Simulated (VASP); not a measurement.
# Ti (P6_3/mmc) in VASP: single point with PBEsol

Aim: the single point of Ti with PBEsol.

All numbers are computed with VASP 6.6.1; they aren't measurements. Logs are shortened: lines on timing, memory, paths and dates and some standing lists are left out, and cuts for length are marked.

## (1) The cell of the first run

The structure is hexagonal, space group P6_3/mmc (No. 194). The conventional cell has a = 2.900 Å, b = 2.900 Å, c = 4.590 Å, α = 90.00°, β = 90.00°, γ = 120.00°. Ti (site symmetry -6m2) has 12 Ti at 2.84 to 2.90 Å within 3.7 Å.

## (2) Single point, PBEsol

Contents of INCAR:

```
PREC     = Accurate       # precision mode
ENCUT    = 500            # plane-wave cutoff, eV
EDIFF    = 1E-6           # SCF threshold, eV
ISMEAR   = 0              # smearing method
SIGMA    = 0.1            # smearing width, eV
LREAL    = F              # projectors in reciprocal space
LASPH    = T              # aspherical terms in the spheres
NELM     = 120            # most SCF steps
ALGO     = Normal         # electronic algorithm
ISIF     = 2              # what is computed and relaxed
LWAVE    = F              # write WAVECAR
LCHARG   = T              # write CHGCAR
GGA      = PS             # functional
LELF     = T              # ELF
LVHAR    = T            
NBANDS   = 19             # bands
GGA_COMPAT= F
```

Contents of KPOINTS:

```
regular mesh
0
Gamma
  6 6 4
```

Contents of POSCAR:

```
Ti
1.0
    2.9002683792      0.0000000000      0.0000000000
   -1.4501341896      2.5117060942      0.0000000000
    0.0000000000      0.0000000000      4.5903350168
Ti
2
Direct
    0.3333333333      0.6666666667      0.2500000000
    0.6666666667      0.3333333333      0.7500000000
```

Potentials or basis: VASP PAW PBE potentials, release 64 (Ti_sv).

Launch:

```
> cat potpaw_PBE.64/Ti_sv/POTCAR > POTCAR
> mpirun -np 1 vasp_std > vasp.out
```

OUTCAR:

```text
PREC = Accurate
   ENCUT = 500
   EDIFF = 1E-6
   ISMEAR = 0
   LREAL = F
   LASPH = T
   NELM = 120
   ISIF = 2
   GGA = PS

 ion  position               nearest neighbor table
   1  0.333  0.667  0.250-   2 2.84   2 2.84   2 2.84   2 2.84   2 2.84   2 2.84
   2  0.667  0.333  0.750-   1 2.84   1 2.84   1 2.84   1 2.84   1 2.84   1 2.84

  LATTYP: Found a hexagonal cell.
 ALAT       =     2.9002683792
 C/A-ratio  =     1.5827276709

  Lattice vectors:

 A1 = (   2.9002683792,   0.0000000000,   0.0000000000)
 A2 = (  -1.4501341896,   2.5117060942,   0.0000000000)
 A3 = (   0.0000000000,   0.0000000000,   4.5903350168)

Analysis of symmetry for initial positions (statically):
=====================================================================
 Subroutine PRICEL returns:
 Original cell was already a primitive cell.

 Routine SETGRP: Setting up the symmetry group for a
 hexagonal supercell.

 Subroutine GETGRP returns: Found 24 space group operations
 (whereof 12 operations were pure point group operations)
 out of a pool of 24 trial point group operations.

The static configuration has the point symmetry D_3d.
 The point group associated with its full space group is D_6h.

Analysis of symmetry for dynamics (positions and initial velocities):
=====================================================================
 Subroutine PRICEL returns:
 Original cell was already a primitive cell.

 Routine SETGRP: Setting up the symmetry group for a
 hexagonal supercell.

 Subroutine GETGRP returns: Found 24 space group operations
 (whereof 12 operations were pure point group operations)
 out of a pool of 24 trial point group operations.

The dynamic configuration has the point symmetry D_3d.
 The point group associated with its full space group is D_6h.

 Subroutine INISYM returns: Found 24 space group operations
 (whereof 12 operations are pure point group operations),
 and found     1 'primitive' translations

----------------------------------------------------------------------------------------

                                     Primitive cell

  volume of cell :      33.4389

  direct lattice vectors                    reciprocal lattice vectors
     2.900268379  0.000000000  0.000000000     0.344795677  0.199067877  0.000000000
    -1.450134190  2.511706094  0.000000000     0.000000000  0.398135754  0.000000000
     0.000000000  0.000000000  4.590335017     0.000000000  0.000000000  0.217849023
[... 77 lines left out ...]
   LASPH  =      T    aspherical Exc in radial PAW
   ENCUT  =  500.0 eV  36.75 Ry    6.06 a.u.   5.29  5.29  8.37*2*pi/ulx,y,z
   NELM   =    120;   NELMIN=  2; NELMDL= -5     # of ELM steps
   EDIFF  = 0.1E-05   stopping-criterion for ELM
   LREAL  =      F    real-space projection
   EDIFFG = 0.1E-04   stopping-criterion for IOM
   NSW    =      0    number of steps for IOM
   IBRION =     -1    ionic relax: 0-MD 1-quasi-New 2-CG
   NFREE  =      0    steps in history (QN), initial steepest desc. (CG)
   ISIF   =      2    stress and relaxation
   ISYM   =      2    0-nonsym 1-usesym 2-fastsym
   POTIM  = 0.5000    time-step for ionic-motion
   TEBEG  =    0.0;   TEEND  =   0.0 temperature during run
   PSTRESS=    0.0 pullay stress
   NELECT =      24.0000    total number of electrons
   NUPDOWN=      -1.0000    fix difference up-down
   EMIN   =  10.00;   EMAX   =-10.00  energy-range for DOS
   EFERMI =   0.00;   METHOD = LEGACY
   ISMEAR =     0;   SIGMA  =   0.10  broadening in eV -4-tet -1-fermi 0-gaus
   EFERMI_NEDOS =   21; number of points for ismear=-14 and -15
   IALGO  =     38    algorithm
   IMIX   =      4    mixing-type and parameters
     AMIX     =   0.40;   BMIX     =  1.00
     AMIX_MAG =   1.60;   BMIX_MAG =  1.00
  volume/ion in A,a.u.               =      16.72       112.83
  Fermi-wavevector in a.u.,A,eV,Ry     =   1.465755  2.769876 29.231278  2.148438
  Thomas-Fermi vector in A             =   2.581574
   LORBIT       =      0    0 simple, 1 ext, 2 COOP (PROOUT), +10 PAW based schemes
   GGA     = PS    functional components
   LHFCALC =     F    Hartree Fock is set to
   AEXX    =    0.0000 exact exchange contribution
   IVDW    =     0    specifies the selected vdW correction
   LEPSILON=     F    determine dielectric tensor
   LRPA    =     F    only Hartree local field effects (RPA)
 non-spin polarized calculation
 Gauss-broadening in eV      SIGMA  =   0.10
  energy-cutoff  :      500.00
  volume of cell :       33.44
 maximum number of plane-waves:       868
 NGX is ok and might be reduce to    24
   NGX = 11   NGY = 11   NGZ = 17

 number of electron      23.9999999 magnetization

 Free energy of the ion-electron system (eV)
  ---------------------------------------------------
  ext. energy  EPLUGINS =         0.00000000
  ---------------------------------------------------
  free energy    TOTEN  =       -16.66939320 eV

  energy without entropy =      -16.65313204  energy(sigma->0) =      -16.66126262

 E-fermi :   8.6902     XC(G=0): -11.8172

 val. band max:        8.6878139638   @ k =   0.1667   0.0000   0.2500
 cond. band min:       8.7132917867   @ k =   0.0000   0.0000   0.5000
 fundamental gap:      0.0254778229
 Fermi energy:         8.6901561249

 k-point     1 :       0.0000    0.0000    0.0000
  band No.  band energies     occupation
      1     -47.9354      2.00000
      2     -47.7720      2.00000
      3     -24.6776      2.00000
      4     -23.9419      2.00000
      5     -23.9419      2.00000
      6     -23.8633      2.00000
[... 439 lines left out ...]
      6     -24.2527      2.00000
[... 11 lines left out ...]
     18      11.9465      0.00000
     19      15.6982      0.00000

------------------------ aborting loop because EDIFF is reached ----------------------------------------

  FORCE on cell =-STRESS in cart. coord.  units (eV):
  Direction    XX          YY          ZZ          XY          YZ          ZX
  --------------------------------------------------------------------------------------
  -------------------------------------------------------------------------------------
  Total       -0.1445768     -0.1445768      0.0571409      0.0000000      0.0000000      0.0000000
  in kB       -6.9272025     -6.9272025      2.7378268      0.0000000      0.0000000      0.0000000
  external PRESSURE =      -3.7055261 kB  Pullay stress =       0.0000000 kB

 VOLUME and BASIS-vectors are now :
 -----------------------------------------------------------------------------
  energy-cutoff  :      500.00
  volume of cell :       33.44
      direct lattice vectors                 reciprocal lattice vectors
     2.900268379  0.000000000  0.000000000     0.344795677  0.199067877  0.000000000
    -1.450134190  2.511706094  0.000000000     0.000000000  0.398135754  0.000000000
     0.000000000  0.000000000  4.590335017     0.000000000  0.000000000  0.217849023

 POSITION                                       TOTAL-FORCE (eV/Angst)
 -----------------------------------------------------------------------------------
     -0.00000      1.67447      1.14758         0.000000     -0.000000      0.000000
      1.45013      0.83724      3.44275        -0.000000      0.000000      0.000000
 -----------------------------------------------------------------------------------
    total drift:                               -0.000000      0.000000     -0.000000

  FREE ENERGIE OF THE ION-ELECTRON SYSTEM (eV)
  ---------------------------------------------------
  free  energy   TOTEN  =       -16.6693932044 eV

  energy  without entropy=      -16.6531320430  energy(sigma->0) =      -16.66126262
```

It took 11 s on 1 thread of Intel Xeon Platinum 8375C at 2.90GHz (Ice Lake), shared host; peak memory 0.15 GiB.

What came out:

```yaml
Free_energy: -16.6694 eV
Pressure: -0.4 GPa
Band_gap_on_the_k_mesh: zero (band 12 reaches 9.42 eV, above the bottom of band 13 at 8.43 eV)
```

Caveat: the k points lie up to 0.42 Å⁻¹ apart; the PAW data sets were made with another functional, which shifts forces and pressure a little.
